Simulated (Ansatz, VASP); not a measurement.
# One calculation of Al5H, two programs

INCAR

```
SYSTEM = Al5H
PREC = Accurate
ENCUT = 600
EDIFF = 1E-7
ISMEAR = 0
SIGMA = 0.1
LREAL = .False.
LASPH = .True.
NELM = 60
ALGO = Normal
ISIF = 3
LWAVE = .False.
LCHARG = .False.
GGA = PE
IBRION = 2
NSW = 90
EDIFFG = -0.04
```

The input KPOINTS:

```
regular mesh
0
Gamma
  4 4 4
  0 0 0
```

File POSCAR:

```
Al5H
1.0
    0.0000000000      3.6074605200      3.6074605200
    3.6074605200      0.0000000000      3.6074605200
    3.6074605200      3.6074605200      0.0000000000
Al H
5 1
Direct
    0.2500000000      0.2500000000      0.2500000000
    0.1295901500      0.6234699500      0.6234699500
    0.6234699500      0.6234699500      0.6234699500
    0.6234699500      0.6234699500      0.1295901500
    0.6234699500      0.1295901500      0.6234699500
    0.0000000000      0.0000000000      0.0000000000
```

Input for Ansatz:

```yaml
crystal:
  lattice:
    - [0.0, 3.60746052, 3.60746052]
    - [3.60746052, 0.0, 3.60746052]
    - [3.60746052, 3.60746052, 0.0]
  atoms:
    - { symbol: Al, position: [0.25, 0.25, 0.25] }
    - { symbol: Al, position: [0.12959015, 0.62346995, 0.62346995] }
    - { symbol: Al, position: [0.62346995, 0.62346995, 0.62346995] }
    - { symbol: Al, position: [0.62346995, 0.62346995, 0.12959015] }
    - { symbol: Al, position: [0.62346995, 0.12959015, 0.62346995] }
    - { symbol: H, position: [0.0, 0.0, 0.0] }
basis:
  ecutwfc: 420
kpoints:
  mp_grid: { grid: [4, 4, 4] }
hamiltonian:
  xc: pbe
scf:
  occupations: { method: gaussian, width: 0.1 }
  lower_state_search: "off"
output:
  forces: true
  stress: true
  eigenvalues: true
relax:
  adjacent_minimum: "off"
  f_tol: 0.04
  max_steps: 70
  cell: { stress_tol: 0.4 }
```

Change from the starting cell: species swapped into the ZrNi5 type (F-43m, No. 216).

Alike in both runs: task relaxation of cell and atoms; functional PBE; k mesh 4 × 4 × 4; occupations gaussian, width 0.1 eV; no spin polarisation.

```csv
,VASP,Ansatz
version,VASP 6.6.1,Ansatz 0.2.0
potentials or method,"VASP PAW PBE potentials, release 64 (Al, H), cutoff 600 eV","scalar-relativistic, plane waves, PAW"
valence electrons in the cell,16,16
```

```tsv
	VASP	Ansatz	Ansatz less VASP
gap on the k mesh at the Fermi level, each at its own relaxed structure (eV)	none	none	-
relaxed volume (Å³/atom)	17.34	17.22	-0.118
relaxed length of the cell vector where the two differ most in proportion (Å)	5.279	5.267	-0.0120
```

A gap of «none» marks a metal or a gap that the smearing closes.

The k mesh is coarse, so the values compare programs but aren't converged.
